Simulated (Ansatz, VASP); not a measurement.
**MoS2: VASP beside Ansatz**

```xyz
6
Lattice="3.0549 0.0000 0.0000 -1.5274 2.6456 0.0000 0.0000 0.0000 12.4535" Properties=species:S:1:pos:R:3 pbc="T T T"
Mo    0.0000    1.7637    3.1134
Mo    1.5274    0.8819    9.3401
S     0.0000    1.7637    7.7273
S     1.5274    0.8819    1.5005
S     0.0000    1.7637   10.9530
S     1.5274    0.8819    4.7262
```

Change from the starting cell: strain -0.030 along x and y, +0.030 along z, atoms carried along.

Alike in both runs: task single point; functional PBE; dispersion D3(BJ); k mesh 12 × 12 × 4; occupations gaussian, width 0.05 eV; no spin polarisation.

```csv
,VASP,Ansatz
version,VASP 6.6.1,Ansatz 0.2.0
potentials or method,"VASP PAW PBE potentials, release 64 (Mo_sv, S), cutoff 520 eV","scalar-relativistic, plane waves, PAW"
valence electrons in the cell,52,52
```

```csv
,VASP,Ansatz,Ansatz less VASP
gap on the k mesh at the Fermi level (eV),1.02,1.00,-0.014
least direct gap on the mesh (eV),2.07,2.07,+0.001
pressure (GPa),4.4,4.5,+0.14
"traceless stress, the component that is largest in VASP (GPa)",-7.70,-7.65,+0.053
rms of the force components (eV/Å),0.108,0.101,-0.0066
```

Atom by atom the forces differ by 0.007 eV/Å (rms over components).
